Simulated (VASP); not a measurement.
# Ti3AgN (Pm-3m) in VASP: further runs

The runs below take Ti3AgN through single point, relaxation of cell and atoms, with r2SCAN, r2SCAN+U.

Everything below comes from runs of VASP 6.6.1. Logs are shortened: lines on timing, memory, paths and dates and some standing lists are left out, and cuts for length are marked.

## Step 1: The cell of the first run

It takes space group Pm-3m (No. 221, cubic). Conventional cell: a = 4.130 Å, b = 4.130 Å, c = 4.130 Å, α = 90.00°, β = 90.00°, γ = 90.00°. Ag (site symmetry m-3m) has 12 Ti at 2.92 Å and 8 N at 3.58 Å within 3.8 Å. N (site symmetry m-3m) has 6 Ti at 2.06 Å within 2.7 Å. Within 2.7 Å of Ti (site symmetry 4/mmm) lie 2 N at 2.06 Å.

## Step 2: Single point, r2SCAN

Contents of POSCAR:

```
Ti3AgN
1.0
    4.1298484604      0.0000000000      0.0000000000
    0.0000000000      4.1298484604      0.0000000000
    0.0000000000      0.0000000000      4.1298484604
Ag N Ti
1 1 3
Direct
    0.0000000000      0.0000000000      0.0000000000
    0.5000000000      0.5000000000      0.5000000000
    0.0000000000      0.5000000000      0.5000000000
    0.5000000000      0.0000000000      0.5000000000
    0.5000000000      0.5000000000      0.0000000000
```

Contents of INCAR.step1:

```
SYSTEM = Ti3AgN
  PREC = Accurate
  ENCUT = 520
  ISMEAR = -1
  SIGMA = 0.0651
  LREAL = .False.
  LASPH = .True.
  NELM = 100
  NBANDS = 34
  GGA = PE
  ALGO = Normal
  EDIFF = 1E-4
  LWAVE = .True.
  LCHARG = .False.
```

Contents of INCAR.step2:

```
SYSTEM = Ti3AgN
  PREC = Accurate
  ENCUT = 520
  EDIFF = 1E-7
  ISMEAR = -1
  SIGMA = 0.0651
  LREAL = .False.
  LASPH = .True.
  NELM = 100
  ALGO = Normal
  ISIF = 2
  LWAVE = .False.
  LCHARG = .False.
  METAGGA = R2SCAN
  LMIXTAU = .True.
  NBANDS = 34
  ISTART = 1
```

Contents of KPOINTS:

```
regular mesh
0
Gamma
  5 5 5
  0 0 0
```

Potentials or basis: VASP PAW PBE potentials, release 64 (Ag, N, Ti_sv).

Command:

```sh
$ cat potpaw_PBE.64/Ag/POTCAR potpaw_PBE.64/N/POTCAR potpaw_PBE.64/Ti_sv/POTCAR > POTCAR
$ cp INCAR.step1 INCAR
$ mpirun -np 1 vasp_std > vasp.out
$ cp INCAR.step2 INCAR
$ mpirun -np 1 vasp_std > vasp.out
```

OUTCAR:

```text
SYSTEM = Ti3AgN
   PREC = Accurate
   ENCUT = 520
   EDIFF = 1E-7
   ISMEAR = -1
   LREAL = .False.
   LASPH = .True.
   NELM = 100
   ISIF = 2
   METAGGA = R2SCAN
   ISTART = 1

 ion  position               nearest neighbor table
   1  0.000  0.000  0.000-   3 2.92   4 2.92   5 2.92   3 2.92   4 2.92   3 2.92   5 2.92   3 2.92
                             4 2.92   5 2.92   4 2.92   5 2.92
   2  0.500  0.500  0.500-   3 2.06   4 2.06   5 2.06   5 2.06   4 2.06   3 2.06
   3  0.000  0.500  0.500-   2 2.06   2 2.06   4 2.92   5 2.92   1 2.92   5 2.92   1 2.92   4 2.92
                             1 2.92   1 2.92   4 2.92   5 2.92   5 2.92   4 2.92
   4  0.500  0.000  0.500-   2 2.06   2 2.06   3 2.92   5 2.92   1 2.92   5 2.92   1 2.92   3 2.92
                             5 2.92   5 2.92   1 2.92   3 2.92   1 2.92   3 2.92
   5  0.500  0.500  0.000-   2 2.06   2 2.06   3 2.92   4 2.92   1 2.92   3 2.92   4 2.92   1 2.92
                             4 2.92   4 2.92   1 2.92   3 2.92   3 2.92   1 2.92

  LATTYP: Found a simple cubic cell.
 ALAT       =     4.1298484604

  Lattice vectors:

 A1 = (   4.1298484604,   0.0000000000,   0.0000000000)
 A2 = (   0.0000000000,   4.1298484604,   0.0000000000)
 A3 = (   0.0000000000,   0.0000000000,   4.1298484604)

Analysis of symmetry for initial positions (statically):
=====================================================================
 Subroutine PRICEL returns:
 Original cell was already a primitive cell.

 Routine SETGRP: Setting up the symmetry group for a
 simple cubic supercell.

 Subroutine GETGRP returns: Found 48 space group operations
[... 9 lines left out ...]

 Routine SETGRP: Setting up the symmetry group for a
 simple cubic supercell.

 Subroutine GETGRP returns: Found 48 space group operations
[... 11 lines left out ...]
                                     Primitive cell

  volume of cell :      70.4372

  direct lattice vectors                    reciprocal lattice vectors
     4.129848460  0.000000000  0.000000000     0.242139635  0.000000000  0.000000000
     0.000000000  4.129848460  0.000000000     0.000000000  0.242139635  0.000000000
     0.000000000  0.000000000  4.129848460     0.000000000  0.000000000  0.242139635

  length of vectors
     4.129848460  4.129848460  4.129848460     0.242139635  0.242139635  0.242139635

  position of ions in fractional coordinates (direct lattice)
     0.000000000  0.000000000  0.000000000
     0.500000000  0.500000000  0.500000000
     0.000000000  0.500000000  0.500000000
     0.500000000  0.000000000  0.500000000
     0.500000000  0.500000000  0.000000000

  ion indices of the primitive-cell ions
   primitive index   ion index
                 1           1
                 2           2
                 3           3
                 4           4
                 5           5

----------------------------------------------------------------------------------------

 KPOINTS: regular mesh

Automatic generation of k-mesh.
 Grid dimensions read from file:
 generate k-points for:    5    5    5

 Generating k-lattice:

  Cartesian coordinates                     Fractional coordinates (reciprocal lattice)
     0.048427927  0.000000000  0.000000000     0.200000000  0.000000000  0.000000000
     0.000000000  0.048427927  0.000000000     0.000000000  0.200000000  0.000000000
     0.000000000  0.000000000  0.048427927     0.000000000  0.000000000  0.200000000

  Length of vectors
     0.048427927  0.048427927  0.048427927

  Shift w.r.t. Gamma in fractional coordinates (k-lattice)
     0.000000000  0.000000000  0.000000000

 Subroutine IBZKPT returns following result:
 ===========================================

 Found     10 irreducible k-points:

 Following reciprocal coordinates:
            Coordinates               Weight
  0.000000  0.000000  0.000000      1.000000
  0.200000  0.000000  0.000000      6.000000
  0.400000  0.000000  0.000000      6.000000
  0.200000  0.200000  0.000000     12.000000
  0.400000  0.200000  0.000000     24.000000
  0.400000  0.400000  0.000000     12.000000
  0.200000  0.200000  0.200000      8.000000
  0.400000  0.200000  0.200000     24.000000
  0.400000  0.400000  0.200000     24.000000
  0.400000  0.400000  0.400000      8.000000
   k-points           NKPTS =     10   k-points in BZ     NKDIM =     10   number of bands    NBANDS=     34
   number of dos      NEDOS =    301   number of ions     NIONS =      5
   total plane-waves  NPLWV =  32768
   dimension x,y,z NGX =    32 NGY =   32 NGZ =   32
   dimension x,y,z NGXF=    64 NGYF=   64 NGZF=   64
   ions per type =               1   1   3
   NGX,Y,Z   is equivalent  to a cutoff of  12.88, 12.88, 12.88 a.u.
   NGXF,Y,Z  is equivalent  to a cutoff of  25.76, 25.76, 25.76 a.u.
 SYSTEM =  Ti3AgN
   PREC   = accura    normal or accurate (medium, high low for compatibility)
   ISTART =      1    job   : 0-new  1-cont  2-samecut
   ICHARG =      0    charge: 1-file 2-atom 10-const
   ISPIN  =      1    spin polarized calculation?
   LNONCOLLINEAR =      F non collinear calculations
   LSORBIT =      F    spin-orbit coupling
   LASPH  =      T    aspherical Exc in radial PAW
   ENCUT  =  520.0 eV  38.22 Ry    6.18 a.u.   7.68  7.68  7.68*2*pi/ulx,y,z
   NELM   =    100;   NELMIN=  2; NELMDL=  0     # of ELM steps
   EDIFF  = 0.1E-06   stopping-criterion for ELM
   LREAL  =      F    real-space projection
   EDIFFG = 0.1E-05   stopping-criterion for IOM
   NSW    =      0    number of steps for IOM
   IBRION =     -1    ionic relax: 0-MD 1-quasi-New 2-CG
   NFREE  =      0    steps in history (QN), initial steepest desc. (CG)
   ISIF   =      2    stress and relaxation
   ISYM   =      2    0-nonsym 1-usesym 2-fastsym
   POTIM  = 0.5000    time-step for ionic-motion
   TEBEG  =    0.0;   TEEND  =   0.0 temperature during run
   PSTRESS=    0.0 pullay stress
   NELECT =      52.0000    total number of electrons
   NUPDOWN=      -1.0000    fix difference up-down
   EMIN   =  10.00;   EMAX   =-10.00  energy-range for DOS
   EFERMI =   0.00;   METHOD = LEGACY
   ISMEAR =    -1;   SIGMA  =   0.07  broadening in eV -4-tet -1-fermi 0-gaus
   EFERMI_NEDOS =   21; number of points for ismear=-14 and -15
   IALGO  =     38    algorithm
   IMIX   =      4    mixing-type and parameters
     AMIX     =   0.40;   BMIX     =  1.00
     AMIX_MAG =   1.60;   BMIX_MAG =  1.00
  volume/ion in A,a.u.               =      14.09        95.07
  Fermi-wavevector in a.u.,A,eV,Ry     =   1.479592  2.796023 29.785752  2.189191
  Thomas-Fermi vector in A             =   2.593730
   LORBIT       =      0    0 simple, 1 ext, 2 COOP (PROOUT), +10 PAW based schemes
   METAGGA = R2SCAN    functional components
   LHFCALC =     F    Hartree Fock is set to
   AEXX    =    0.0000 exact exchange contribution
   IVDW    =     0    specifies the selected vdW correction
   LEPSILON=     F    determine dielectric tensor
   LRPA    =     F    only Hartree local field effects (RPA)
 non-spin polarized calculation
  energy-cutoff  :      520.00
  volume of cell :       70.44
 maximum number of plane-waves:      1912
 NGX is ok and might be reduce to    32
   NGX = 15   NGY = 15   NGZ = 15

 number of electron      52.0000009 magnetization

 Free energy of the ion-electron system (eV)
  ---------------------------------------------------
  ext. energy  EPLUGINS =         0.00000000
  ---------------------------------------------------
  free energy    TOTEN  =       -73.77462300 eV

  energy without entropy =      -73.72357125  energy(sigma->0) =      -73.74909712

 E-fermi :   9.3594     XC(G=0): -13.0815

 val. band max:        9.1902592940   @ k =   0.2000   0.0000   0.0000
 cond. band min:       9.3971163914   @ k =   0.4000   0.2000   0.2000
 fundamental gap:      0.2068570974
 Fermi energy:         9.3594183579

 k-point     1 :       0.0000    0.0000    0.0000
  band No.  band energies     occupation
      1     -50.3066      2.00000
      2     -50.1793      2.00000
      3     -50.1793      2.00000
      4     -25.7263      2.00000
      5     -25.7263      2.00000
      6     -25.7263      2.00000
[... 26 lines left out ...]
     33      12.5172      0.00000
     34      12.7484      0.00000

 k-point     2 :       0.2000    0.0000    0.0000
  band No.  band energies     occupation
      1     -50.2959      2.00000
      2     -50.1898      2.00000
      3     -50.1792      2.00000
      4     -25.7025      2.00000
      5     -25.7025      2.00000
      6     -25.6920      2.00000
[... 26 lines left out ...]
     33      12.2112      0.00000
     34      12.3724      0.00000

 k-point     3 :       0.4000    0.0000    0.0000
  band No.  band energies     occupation
      1     -50.2710      2.00000
      2     -50.2144      2.00000
      3     -50.1790      2.00000
      4     -25.6549      2.00000
      5     -25.6549      2.00000
      6     -25.5970      2.00000
[... 26 lines left out ...]
     33      11.6620      0.00000
     34      11.8567      0.00000

 k-point     4 :       0.2000    0.2000    0.0000
  band No.  band energies     occupation
      1     -50.2860      2.00000
      2     -50.1937      2.00000
      3     -50.1849      2.00000
      4     -25.7426      2.00000
      5     -25.6775      2.00000
      6     -25.6101      2.00000
[... 26 lines left out ...]
     33      11.8784      0.00000
     34      12.4062      0.00000

 k-point     5 :       0.4000    0.2000    0.0000
  band No.  band energies     occupation
      1     -50.2626      2.00000
      2     -50.2145      2.00000
      3     -50.1869      2.00000
      4     -25.7385      2.00000
      5     -25.6264      2.00000
      6     -25.5428      2.00000
[... 26 lines left out ...]
     33      11.6986      0.00000
     34      11.8125      0.00000

 k-point     6 :       0.4000    0.4000    0.0000
  band No.  band energies     occupation
      1     -50.2419      2.00000
      2     -50.2169      2.00000
      3     -50.2045      2.00000
      4     -25.8051      2.00000
      5     -25.6108      2.00000
      6     -25.5608      2.00000
[... 26 lines left out ...]
     33      11.5267      0.00000
     34      11.8618      0.00000

 k-point     7 :       0.2000    0.2000    0.2000
  band No.  band energies     occupation
      1     -50.2770      2.00000
      2     -50.1936      2.00000
      3     -50.1936      2.00000
      4     -25.8011      2.00000
      5     -25.5943      2.00000
      6     -25.5943      2.00000
[... 26 lines left out ...]
     33      11.3835      0.00000
     34      12.5965      0.00000

 k-point     8 :       0.4000    0.2000    0.2000
  band No.  band energies     occupation
      1     -50.2556      2.00000
      2     -50.2145      2.00000
      3     -50.1934      2.00000
      4     -25.8345      2.00000
      5     -25.5560      2.00000
      6     -25.5537      2.00000
[... 26 lines left out ...]
     33      11.3872      0.00000
     34      12.3404      0.00000

 k-point     9 :       0.4000    0.4000    0.2000
  band No.  band energies     occupation
      1     -50.2382      2.00000
      2     -50.2168      2.00000
      3     -50.2078      2.00000
      4     -25.9191      2.00000
      5     -25.6109      2.00000
      6     -25.5445      2.00000
[... 26 lines left out ...]
     33      11.7149      0.00000
     34      12.0606      0.00000

 k-point    10 :       0.4000    0.4000    0.4000
  band No.  band energies     occupation
      1     -50.2288      2.00000
      2     -50.2166      2.00000
      3     -50.2166      2.00000
      4     -26.0344      2.00000
      5     -25.6120      2.00000
      6     -25.6069      2.00000
[... 26 lines left out ...]
     33      11.5773      0.00000
     34      12.4985      0.00000

------------------------ aborting loop because EDIFF is reached ----------------------------------------

  FORCE on cell =-STRESS in cart. coord.  units (eV):
  Direction    XX          YY          ZZ          XY          YZ          ZX
  --------------------------------------------------------------------------------------
  -------------------------------------------------------------------------------------
  Total        0.3081681      0.3081681      0.3081681     -0.0000000      0.0000000     -0.0000000
  in kB        7.0096434      7.0096434      7.0096434     -0.0000000      0.0000000     -0.0000000
  external PRESSURE =       7.0096434 kB  Pullay stress =       0.0000000 kB

 VOLUME and BASIS-vectors are now :
 -----------------------------------------------------------------------------
  energy-cutoff  :      520.00
  volume of cell :       70.44
      direct lattice vectors                 reciprocal lattice vectors
     4.129848460  0.000000000  0.000000000     0.242139635  0.000000000  0.000000000
     0.000000000  4.129848460  0.000000000     0.000000000  0.242139635  0.000000000
     0.000000000  0.000000000  4.129848460     0.000000000  0.000000000  0.242139635

 POSITION                                       TOTAL-FORCE (eV/Angst)
 -----------------------------------------------------------------------------------
      0.00000      0.00000      0.00000         0.000000      0.000000      0.000000
      2.06492      2.06492      2.06492         0.000000      0.000000      0.000000
      0.00000      2.06492      2.06492         0.000000      0.000000      0.000000
      2.06492      0.00000      2.06492         0.000000      0.000000      0.000000
      2.06492      2.06492      0.00000         0.000000      0.000000      0.000000
 -----------------------------------------------------------------------------------
    total drift:                                0.000000     -0.000000     -0.000000

  FREE ENERGIE OF THE ION-ELECTRON SYSTEM (eV)
  ---------------------------------------------------
  free  energy   TOTEN  =       -73.7746230013 eV

  energy  without entropy=      -73.7235712454  energy(sigma->0) =      -73.74909712
```

Run time: 86 s. Hardware: 1 thread of AMD EPYC 9R45 (Zen 5), shared host; peak memory 0.16 GiB.

Results:

* Free energy: -73.7746 eV
* Pressure: 0.7 GPa
* Band gap on the k mesh: zero (band 26 reaches 9.66 eV, above the bottom of band 27 at 8.88 eV)

Levels at points of the mesh, in eV from the Fermi level:
| k point | band 23 | band 24 | band 25 | band 26 | band 27 | band 28 | band 29 | band 30 |
| --- | --- | --- | --- | --- | --- | --- | --- | --- |
| (0.00, 0.00, 0.00) | -1.18 | -1.18 | -1.18 | -0.38 | -0.38 | 1.89 | 1.89 | 1.89 |

Caveat: the PAW data sets were made with another functional, which shifts forces and pressure a little.

[end of part 1 of 2]
